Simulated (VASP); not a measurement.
Write the native input for VASP 6.6.1 that does the following.

```yaml
Task: single point
Functional: PBE
Potentials_or_basis: VASP PAW PBE potentials, release 64 (Al)
Cutoff: 520 eV
k_mesh: 22 × 22 × 22
Occupations: gaussian, width 0.15 eV
Spin: no spin polarisation
Dipole_correction: no
Further_INCAR_settings: ALGO = Normal; EDIFF = 1e-06; NBANDS = 8
```

The structure of Al lies in POSCAR:

```
Al
1.0
   -1.4152789889      1.4152789889      2.0564003709
    1.4152789889     -1.4152789889      2.0564003709
    1.4152789889      1.4152789889     -2.0564003709
Al
1
Direct
    0.0000000000      0.0000000000      0.0000000000
```

This cell differs from its parent crystal: volume 16.476 Å^3 an atom, c/a of the conventional cell 1.4530.

These files were run (other wordings do the same):

INCAR

```
PREC     = Accurate       # precision mode
ENCUT    = 520            # plane-wave cutoff, eV
EDIFF    = 1E-6           # SCF threshold, eV
ISMEAR   = 0              # smearing method
SIGMA    = 0.15           # smearing width, eV
LREAL    = False          # projectors in reciprocal space
LASPH    = True           # aspherical terms in the spheres
NELM     = 60             # most SCF steps
ALGO     = Normal         # electronic algorithm
ISIF     = 2              # what is computed and relaxed
LWAVE    = False          # write WAVECAR
LCHARG   = True           # write CHGCAR
GGA      = PE             # functional
LELF     = True           # ELF
LVHAR    = True         
NBANDS   = 8              # bands
```

KPOINTS

```
regular mesh
0
Gamma
  22 22 22
```

Potentials or basis: VASP PAW PBE potentials, release 64 (Al).

Command:

```sh
$ cat potpaw_PBE.64/Al/POTCAR > POTCAR
$ mpirun -np 1 vasp_std > vasp.out
```

Results of the run:

* Pressure: 0.1 GPa

Run time: 41 s on 1 thread of Intel(R) Xeon(R) Platinum 8375C CPU @ 2.90GHz (Ice Lake), with other jobs on the host, peak memory 0.21 GiB.
